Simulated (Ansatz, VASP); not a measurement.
# GaAs: VASP beside Ansatz

```xyz
2
Lattice="0.0000 2.8699 2.8699 2.8699 0.0000 2.8699 2.8699 2.8699 0.0000" Properties=species:S:1:pos:R:3 pbc="T T T"
Ga    0.0000    0.0000    0.0000
As    1.4350    1.4350    1.4350
```

Alike in both runs: functional r2SCAN; k mesh 8 × 8 × 8; occupations fermi-dirac, width 0.02 eV; no spin polarisation.

Ansatz relaxed the structure, and its values are those at the end. VASP's run is a single point on that final structure, the one shown.

|  | VASP | Ansatz |
| --- | --- | --- |
| version | VASP 6.6.1 | Ansatz 0.2.0 |
| potentials or method | VASP PAW PBE potentials, release 64 (Ga_d, As), cutoff 520 eV | PAW plane waves |
| valence electrons in the cell | 18 | 28 |

Ansatz gave:

| Item | Value |
| --- | --- |
| pressure (GPa) | -2.6 |

Task: Which values does VASP return?

Result: Pressure (GPa): -2.5.

VASP's potentials were made for PBE, not for r2SCAN. With one functional, cell and mesh, what is left measures potentials, basis and numerics. VASP's potentials hold 18 valence electrons a cell and Ansatz's 28, so a difference there can come from the potentials and not from the codes. Ansatz's warnings: stress scf threshold loose.
